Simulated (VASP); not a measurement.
Set up this calculation in VASP 6.6.1, as the native input.

```yaml
Task: single point
Functional: PBE
Potentials_or_basis: VASP PAW PBE potentials, release 64 (B, N)
Cutoff: 520 eV
k_mesh: 8 × 8 × 8
Occupations: gaussian, width 0.02 eV
Spin: no spin polarisation
Dipole_correction: no
Further_INCAR_settings: ALGO = Normal; EDIFF = 1e-07; NBANDS = 11
```

The structure of BN lies in POSCAR:

```
BN
1.0
    0.0000000000      3.4953158300      2.1660912400
    1.2516321000      0.0000000000      2.1660912400
    1.2516321000      3.4953158300      0.0000000000
B N
1 1
Direct
    0.0000486500      0.0000486500      0.9999513500
    0.6666513400      0.6666513400      0.3333486600
```

The input as run:

INCAR

```
SYSTEM = BN
  ALGO = Normal
  EDIFF = 1E-7
  ENCUT = 520
  GGA = PE
  ISIF = 2
  ISMEAR = 0
  LASPH = .True.
  LCHARG = .False.
  LREAL = .False.
  LWAVE = .False.
  NBANDS = 11
  NELM = 80
  PREC = Accurate
  SIGMA = 0.02
```

KPOINTS

```
k-points
0
Gamma
  8 8 8
  0 0 0
```

Potentials or basis: VASP PAW PBE potentials, release 64 (B, N).

Launch:

```console
$ cat potpaw_PBE.64/B/POTCAR potpaw_PBE.64/N/POTCAR > POTCAR
$ mpirun -np 1 vasp_std > vasp.out
```

Results of the run:

```
Pressure               : 3.3 GPa
Largest force          : 0.010 eV/Å
Band gap on the k mesh : 3.82 eV, indirect (least direct gap 4.80 eV)
```

Run time: 18 s on 1 thread of Intel(R) Xeon(R) Platinum 8488C (Sapphire Rapids), with other jobs on the host, peak memory 0.15 GiB.
